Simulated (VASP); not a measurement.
Here is a VASP 6.6.1 calculation.

The input INCAR:

```
ALGO = Normal
EDIFF = 1E-7
ENCUT = 520
GGA = PE
ISIF = 2
ISMEAR = 0
LASPH = True
LCHARG = False
LREAL = False
LWAVE = False
NBANDS = 34
NELM = 60
PREC = Accurate
SIGMA = 0.05
```

Contents of KPOINTS:

```
k-points
0
Gamma
  6 6 4
```

The input POSCAR:

```
Ga
1.0
    2.2891118199     -3.8587490424      0.0000000000
    2.2891118199      3.8587490424      0.0000000000
    0.0000000000      0.0000000000      4.5983959656
Ga
4
Direct
    0.3436660796      0.6563339204      0.5835543128
    0.6563339204      0.3436660796      0.4164456872
    0.8436660796      0.1563339204      0.9164456872
    0.1563339204      0.8436660796      0.0835543128
```

Potentials or basis: VASP PAW PBE potentials, release 64 (Ga_d).

The run is started by

```sh
$ cat potpaw_PBE.64/Ga_d/POTCAR > POTCAR
$ mpirun -np 1 vasp_std > vasp.out
```

Task: Predict the band gap on the k mesh.

Result: Zero (band 26 reaches 4.91 eV, above the bottom of band 27 at 3.77 eV).

Task: Predict the largest force.

Result: 0.005 eV/Å.

Task: Estimate the pressure.

Result: 0.1 GPa.

Stress tensor (GPa, compression positive):
```
0.04 0.00 0.00
0.00 0.22 0.00
0.00 0.00 0.11
```
